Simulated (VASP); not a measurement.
# GaGe3 in VASP: notebook

GaGe3 is run at these levels: PBEsol; tasks: single point.

Program: VASP 6.6.1. These are calculated values, not measurements. Logs are shortened: lines on timing, memory, paths and dates and some standing lists are left out, and cuts for length are marked.

## (1) The cell of the first run

The structure is cubic, space group Pm-3m (No. 221). The conventional cell has a = 4.278 Å, b = 4.278 Å, c = 4.278 Å, α = 90.00°, β = 90.00°, γ = 90.00°. Within 4.0 Å of Ga (site symmetry m-3m) lie 12 Ge at 3.03 Å. Within 4.0 Å of Ge (site symmetry 4/mmm) lie 4 Ga at 3.03 Å and 8 Ge at 3.03 Å.

## (2) Single point, PBEsol

Contents of INCAR:

```
SYSTEM = GaGe3
PREC = Accurate
ENCUT = 520
EDIFF = 1E-7
ISMEAR = -1
SIGMA = 0.15
LREAL = .False.
LASPH = .True.
NELM = 60
ALGO = Normal
ISIF = 2
LWAVE = .False.
LCHARG = .True.
GGA = PS
LELF = .True.
LVHAR = .True.
NBANDS = 36
```

Contents of KPOINTS:

```
Automatic mesh
0
Gamma
  6 6 6
  0 0 0
```

Contents of POSCAR:

```
GaGe3
1.0
    4.2784660000      0.0000000000      0.0000000000
    0.0000000000      4.2784660000      0.0000000000
    0.0000000000      0.0000000000      4.2784660000
Ga Ge
1 3
Direct
    0.0000000000      0.0000000000      0.0000000000
    0.0000000000      0.5000000000      0.5000000000
    0.5000000000      0.0000000000      0.5000000000
    0.5000000000      0.5000000000      0.0000000000
```

Potentials or basis: VASP PAW PBE potentials, release 64 (Ga_d, Ge_d).

Launch:

```console
cat potpaw_PBE.64/Ga_d/POTCAR potpaw_PBE.64/Ge_d/POTCAR > POTCAR
mpirun -np 1 vasp_std > vasp.out
```

OUTCAR:

```text
SYSTEM = GaGe3
   PREC = Accurate
   ENCUT = 520
   EDIFF = 1E-7
   ISMEAR = -1
   LREAL = .False.
   LASPH = .True.
   NELM = 60
   ISIF = 2
   GGA = PS

 ion  position               nearest neighbor table
   1  0.000  0.000  0.000-
   2  0.000  0.500  0.500-
   3  0.500  0.000  0.500-
   4  0.500  0.500  0.000-

  LATTYP: Found a simple cubic cell.
 ALAT       =     4.2784660000

  Lattice vectors:

 A1 = (   4.2784660000,   0.0000000000,   0.0000000000)
 A2 = (   0.0000000000,   4.2784660000,   0.0000000000)
 A3 = (   0.0000000000,   0.0000000000,   4.2784660000)

Analysis of symmetry for initial positions (statically):
=====================================================================
 Subroutine PRICEL returns:
 Original cell was already a primitive cell.

 Routine SETGRP: Setting up the symmetry group for a
 simple cubic supercell.

 Subroutine GETGRP returns: Found 48 space group operations
 (whereof 48 operations were pure point group operations)
 out of a pool of 48 trial point group operations.

The static configuration has the point symmetry O_h .

Analysis of symmetry for dynamics (positions and initial velocities):
=====================================================================
 Subroutine PRICEL returns:
 Original cell was already a primitive cell.

 Routine SETGRP: Setting up the symmetry group for a
 simple cubic supercell.

 Subroutine GETGRP returns: Found 48 space group operations
 (whereof 48 operations were pure point group operations)
 out of a pool of 48 trial point group operations.

The dynamic configuration has the point symmetry O_h .

 Subroutine INISYM returns: Found 48 space group operations
 (whereof 48 operations are pure point group operations),
 and found     1 'primitive' translations

----------------------------------------------------------------------------------------

                                     Primitive cell

  volume of cell :      78.3185

  direct lattice vectors                    reciprocal lattice vectors
     4.278466000  0.000000000  0.000000000     0.233728631  0.000000000  0.000000000
     0.000000000  4.278466000  0.000000000     0.000000000  0.233728631  0.000000000
     0.000000000  0.000000000  4.278466000     0.000000000  0.000000000  0.233728631

  length of vectors
     4.278466000  4.278466000  4.278466000     0.233728631  0.233728631  0.233728631

  position of ions in fractional coordinates (direct lattice)
     0.000000000  0.000000000  0.000000000
     0.000000000  0.500000000  0.500000000
     0.500000000  0.000000000  0.500000000
     0.500000000  0.500000000  0.000000000

  ion indices of the primitive-cell ions
   primitive index   ion index
                 1           1
                 2           2
                 3           3
                 4           4

----------------------------------------------------------------------------------------

 KPOINTS: Automatic mesh

Automatic generation of k-mesh.
 Grid dimensions read from file:
 generate k-points for:    6    6    6

 Generating k-lattice:

  Cartesian coordinates                     Fractional coordinates (reciprocal lattice)
     0.038954772  0.000000000  0.000000000     0.166666667  0.000000000  0.000000000
     0.000000000  0.038954772  0.000000000     0.000000000  0.166666667  0.000000000
     0.000000000  0.000000000  0.038954772     0.000000000  0.000000000  0.166666667

  Length of vectors
     0.038954772  0.038954772  0.038954772

  Shift w.r.t. Gamma in fractional coordinates (k-lattice)
     0.000000000  0.000000000  0.000000000

 Subroutine IBZKPT returns following result:
 ===========================================

 Found     20 irreducible k-points:

 Following reciprocal coordinates:
            Coordinates               Weight
  0.000000  0.000000  0.000000      1.000000
  0.166667  0.000000  0.000000      6.000000
  0.333333  0.000000  0.000000      6.000000
  0.500000  0.000000  0.000000      3.000000
  0.166667  0.166667  0.000000     12.000000
  0.333333  0.166667  0.000000     24.000000
[... 12 lines left out ...]
  0.500000  0.500000  0.333333      6.000000
  0.500000  0.500000  0.500000      1.000000
   k-points           NKPTS =     20   k-points in BZ     NKDIM =     20   number of bands    NBANDS=     36
   number of dos      NEDOS =    301   number of ions     NIONS =      4
   total plane-waves  NPLWV =  32768
   dimension x,y,z NGX =    32 NGY =   32 NGZ =   32
   dimension x,y,z NGXF=    64 NGYF=   64 NGZF=   64
   ions per type =               1   3
   NGX,Y,Z   is equivalent  to a cutoff of  12.43, 12.43, 12.43 a.u.
   NGXF,Y,Z  is equivalent  to a cutoff of  24.87, 24.87, 24.87 a.u.
 SYSTEM =  GaGe3
   PREC   = accura    normal or accurate (medium, high low for compatibility)
   ISTART =      0    job   : 0-new  1-cont  2-samecut
   ICHARG =      2    charge: 1-file 2-atom 10-const
   ISPIN  =      1    spin polarized calculation?
   LNONCOLLINEAR =      F non collinear calculations
   LSORBIT =      F    spin-orbit coupling
   LASPH  =      T    aspherical Exc in radial PAW
   ENCUT  =  520.0 eV  38.22 Ry    6.18 a.u.   7.96  7.96  7.96*2*pi/ulx,y,z
   NELM   =     60;   NELMIN=  2; NELMDL= -5     # of ELM steps
   EDIFF  = 0.1E-06   stopping-criterion for ELM
   LREAL  =      F    real-space projection
   EDIFFG = 0.1E-05   stopping-criterion for IOM
   NSW    =      0    number of steps for IOM
   IBRION =     -1    ionic relax: 0-MD 1-quasi-New 2-CG
   NFREE  =      0    steps in history (QN), initial steepest desc. (CG)
   ISIF   =      2    stress and relaxation
   ISYM   =      2    0-nonsym 1-usesym 2-fastsym
   POTIM  = 0.5000    time-step for ionic-motion
   TEBEG  =    0.0;   TEEND  =   0.0 temperature during run
   PSTRESS=    0.0 pullay stress
   NELECT =      55.0000    total number of electrons
   NUPDOWN=      -1.0000    fix difference up-down
   EMIN   =  10.00;   EMAX   =-10.00  energy-range for DOS
   EFERMI =   0.00;   METHOD = LEGACY
   ISMEAR =    -1;   SIGMA  =   0.15  broadening in eV -4-tet -1-fermi 0-gaus
   EFERMI_NEDOS =   21; number of points for ismear=-14 and -15
   IALGO  =     38    algorithm
   IMIX   =      4    mixing-type and parameters
     AMIX     =   0.40;   BMIX     =  1.00
     AMIX_MAG =   1.60;   BMIX_MAG =  1.00
  volume/ion in A,a.u.               =      19.58       132.13
  Fermi-wavevector in a.u.,A,eV,Ry     =   1.455150  2.749834 28.809797  2.117460
  Thomas-Fermi vector in A             =   2.572218
   LORBIT       =      0    0 simple, 1 ext, 2 COOP (PROOUT), +10 PAW based schemes
   GGA     = PS    functional components
   LHFCALC =     F    Hartree Fock is set to
   AEXX    =    0.0000 exact exchange contribution
   IVDW    =     0    specifies the selected vdW correction
   LEPSILON=     F    determine dielectric tensor
   LRPA    =     F    only Hartree local field effects (RPA)
 non-spin polarized calculation
  energy-cutoff  :      520.00
  volume of cell :       78.32
 maximum number of plane-waves:      2176
 NGX is ok and might be reduce to    32
   NGX = 15   NGY = 15   NGZ = 15

 number of electron      54.9999920 magnetization

 Free energy of the ion-electron system (eV)
  ---------------------------------------------------
  ext. energy  EPLUGINS =         0.00000000
  ---------------------------------------------------
  free energy    TOTEN  =       -17.29001595 eV

  energy without entropy =      -17.12188362  energy(sigma->0) =      -17.20594978

 E-fermi :   6.0198     XC(G=0): -11.1804

 val. band max:        5.9730017333   @ k =   0.3333   0.0000   0.0000
 cond. band min:       6.0458279732   @ k =   0.5000   0.5000   0.0000
 fundamental gap:      0.0728262399
 Fermi energy:         6.0198278851

 k-point     1 :       0.0000    0.0000    0.0000
  band No.  band energies     occupation
      1     -18.7111      2.00000
      2     -18.7111      2.00000
      3     -18.7111      2.00000
      4     -18.7003      2.00000
      5     -18.6683      2.00000
      6     -18.6683      2.00000
[... 28 lines left out ...]
     35      12.6158      0.00000
     36      13.0063      0.00000

 k-point     2 :       0.1667    0.0000    0.0000
  band No.  band energies     occupation
      1     -18.7099      2.00000
      2     -18.7031      2.00000
      3     -18.7031      2.00000
      4     -18.6951      2.00000
      5     -18.6676      2.00000
      6     -18.6637      2.00000
[... 28 lines left out ...]
     35      13.2149      0.00000
     36      14.0634      0.00000

 k-point     3 :       0.3333    0.0000    0.0000
  band No.  band energies     occupation
      1     -18.7073      2.00000
      2     -18.6824      2.00000
      3     -18.6813      2.00000
      4     -18.6813      2.00000
      5     -18.6660      2.00000
      6     -18.6522      2.00000
[... 28 lines left out ...]
     35      12.8316      0.00000
     36      12.8316      0.00000

 k-point     4 :       0.5000    0.0000    0.0000
  band No.  band energies     occupation
      1     -18.7060      2.00000
      2     -18.6738      2.00000
      3     -18.6637      2.00000
      4     -18.6578      2.00000
      5     -18.6578      2.00000
      6     -18.6455      2.00000
[... 28 lines left out ...]
     35      11.7589      0.00000
     36      11.7589      0.00000

 k-point     5 :       0.1667    0.1667    0.0000
  band No.  band energies     occupation
      1     -18.7040      2.00000
      2     -18.6998      2.00000
      3     -18.6988      2.00000
      4     -18.6889      2.00000
      5     -18.6653      2.00000
      6     -18.6605      2.00000
[... 499 lines left out ...]
 k-point    18 :       0.5000    0.3333    0.3333
  band No.  band energies     occupation
      1     -18.6820      2.00000
      2     -18.6752      2.00000
      3     -18.6752      2.00000
      4     -18.6726      2.00000
      5     -18.6709      2.00000
      6     -18.6704      2.00000
[... 28 lines left out ...]
     35      13.1099      0.00000
     36      13.4830      0.00000

 k-point    19 :       0.5000    0.5000    0.3333
  band No.  band energies     occupation
      1     -18.6779      2.00000
      2     -18.6779      2.00000
      3     -18.6764      2.00000
      4     -18.6754      2.00000
      5     -18.6725      2.00000
      6     -18.6725      2.00000
[... 28 lines left out ...]
     35      14.0040      0.00000
     36      14.0040      0.00000

 k-point    20 :       0.5000    0.5000    0.5000
  band No.  band energies     occupation
      1     -18.6795      2.00000
      2     -18.6795      2.00000
      3     -18.6795      2.00000
      4     -18.6787      2.00000
      5     -18.6756      2.00000
      6     -18.6756      2.00000
[... 28 lines left out ...]
     35      14.4832      0.00000
     36      14.4832      0.00000

------------------------ aborting loop because EDIFF is reached ----------------------------------------

  FORCE on cell =-STRESS in cart. coord.  units (eV):
  Direction    XX          YY          ZZ          XY          YZ          ZX
  --------------------------------------------------------------------------------------
  -------------------------------------------------------------------------------------
  Total       -1.7050900     -1.7050900     -1.7050900     -0.0000000     -0.0000000      0.0000000
  in kB      -34.8813780    -34.8813780    -34.8813780     -0.0000000     -0.0000000      0.0000000
  external PRESSURE =     -34.8813780 kB  Pullay stress =       0.0000000 kB

 VOLUME and BASIS-vectors are now :
 -----------------------------------------------------------------------------
  energy-cutoff  :      520.00
  volume of cell :       78.32
      direct lattice vectors                 reciprocal lattice vectors
     4.278466000  0.000000000  0.000000000     0.233728631  0.000000000  0.000000000
     0.000000000  4.278466000  0.000000000     0.000000000  0.233728631  0.000000000
     0.000000000  0.000000000  4.278466000     0.000000000  0.000000000  0.233728631

 POSITION                                       TOTAL-FORCE (eV/Angst)
 -----------------------------------------------------------------------------------
      0.00000      0.00000      0.00000         0.000000      0.000000      0.000000
      0.00000      2.13923      2.13923         0.000000      0.000000      0.000000
      2.13923      0.00000      2.13923         0.000000      0.000000      0.000000
      2.13923      2.13923      0.00000         0.000000      0.000000      0.000000
 -----------------------------------------------------------------------------------
    total drift:                                0.000000     -0.000000     -0.000000

  FREE ENERGIE OF THE ION-ELECTRON SYSTEM (eV)
  ---------------------------------------------------
  free  energy   TOTEN  =       -17.2900159482 eV

  energy  without entropy=      -17.1218836167  energy(sigma->0) =      -17.20594978
```

It took 36 s on 1 thread of Intel Xeon Platinum 8488C (Sapphire Rapids), shared host; peak memory 0.19 GiB.

What came out:

```
Free energy : -17.2900 eV
Pressure    : -3.5 GPa
```

Caveat: the PAW data sets were made with another functional, which shifts forces and pressure a little.

## (3) Single point, PBEsol

This run uses another cell than the first one, of 18.29 Å³/atom, 0.934 times its volume.

Contents of INCAR:

```
SYSTEM = GaGe3
ALGO = Normal
EDIFF = 1E-6
ENCUT = 520
GGA = PS
ISIF = 2
ISMEAR = -1
LASPH = .TRUE.
LCHARG = .FALSE.
LREAL = .FALSE.
LWAVE = .FALSE.
NBANDS = 36
NELM = 100
PREC = Accurate
SIGMA = 0.15
```

Contents of KPOINTS:

```
k-points
0
G
  6 6 6
  0 0 0
```

Changes to POSCAR since step 2:

```diff
@@ -3,4 +3,4 @@
     4.2784660000      0.0000000000      0.0000000000
-    0.0000000000      4.2784660000      0.0000000000
-    0.0000000000      0.0000000000      4.2784660000
+    0.0000000000      4.1357131189      0.0000000000
+    0.0000000000      0.0000000000      4.1357131189
 Ga Ge
```

Potentials or basis: VASP PAW PBE potentials, release 64 (Ga_d, Ge_d).

Launch:

```console
cat potpaw_PBE.64/Ga_d/POTCAR potpaw_PBE.64/Ge_d/POTCAR > POTCAR
mpirun -np 1 vasp_std > vasp.out
```

Wall time 58 s (1 thread of Intel Xeon Platinum 8488C (Sapphire Rapids), shared host); peak memory 0.23 GiB.

The run converged. Its results:

* Free energy: -17.3472 eV
* Pressure: 0.5 GPa

Stress tensor (GPa, compression positive):
```
 1.63  0.00  0.00
 0.00 -0.02  0.00
 0.00  0.00 -0.02
```

Levels at points of the mesh, in eV from the Fermi level:
```tsv
k point	band 25	band 26	band 27	band 28	band 29	band 30	band 31	band 32
(0.00, 0.00, 0.00)	-3.98	-3.98	-3.29	2.62	2.62	2.68	3.61	3.79
(0.50, 0.00, 0.00)	-2.12	-2.12	-1.48	-1.48	0.00	0.21	4.43	4.64
(0.00, 0.50, 0.00)	-2.31	-1.93	-1.73	-1.34	-0.22	0.01	4.69	4.92
(0.50, 0.50, 0.00)	-0.50	0.03	0.04	0.05	0.22	0.27	0.98	1.60
(0.00, 0.50, 0.50)	-1.03	-0.47	-0.47	-0.19	0.01	0.01	0.40	1.31
(0.50, 0.50, 0.50)	-5.40	-5.34	-5.29	-5.29	6.69	6.89	6.89	7.41
```

Caveat: the PAW data sets were made with another functional, which shifts forces and pressure a little.
